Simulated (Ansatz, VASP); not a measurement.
## One calculation of Cu5Mo, two programs

```
CELL_PARAMETERS angstrom
2.64274 0.00000 0.00000
-1.32137 2.28868 0.00000
0.00000 0.00000 25.50447
ATOMIC_POSITIONS crystal
Cu 0.00000 0.00000 0.13873
Cu 0.66667 0.33333 0.21943
Cu 0.00000 0.00000 0.86127
Cu 0.33333 0.66667 0.78057
Cu 0.00000 0.00000 0.37983
Cu 0.66667 0.33333 0.45993
Cu 0.33333 0.66667 0.29974
Cu 0.66667 0.33333 0.70026
Cu 0.00000 0.00000 0.62017
Cu 0.33333 0.66667 0.54007
Mo 0.33333 0.66667 0.04909
Mo 0.66667 0.33333 0.95091
```

Alike in both runs: functional PBE; k mesh 12 × 12 × 2; occupations gaussian, width 0.1 eV; no spin polarisation.

Ansatz relaxed the structure, and its values are those at the end. VASP's run is a single point on that final structure, the one shown.

|  | VASP | Ansatz |
| --- | --- | --- |
| version | VASP 6.6.1 | Ansatz 0.2.0 |
| potentials or method | VASP PAW PBE potentials, release 64 (Cu, Mo_sv), cutoff 520 eV | scalar-relativistic, plane waves, PAW |
| valence electrons in the cell | 138 | 218 |

```csv
,VASP,Ansatz,Ansatz less VASP
gap on the k mesh at the Fermi level (eV),none,none,-
pressure (GPa),0.6,0.0,-0.60
rms of the force components (eV/Å),0.003,0.001,-0.0027
```

A gap of «none» marks a metal or a gap that the smearing closes. VASP's potentials hold 138 valence electrons a cell and Ansatz's 218, so a difference there can come from the potentials and not from the codes.
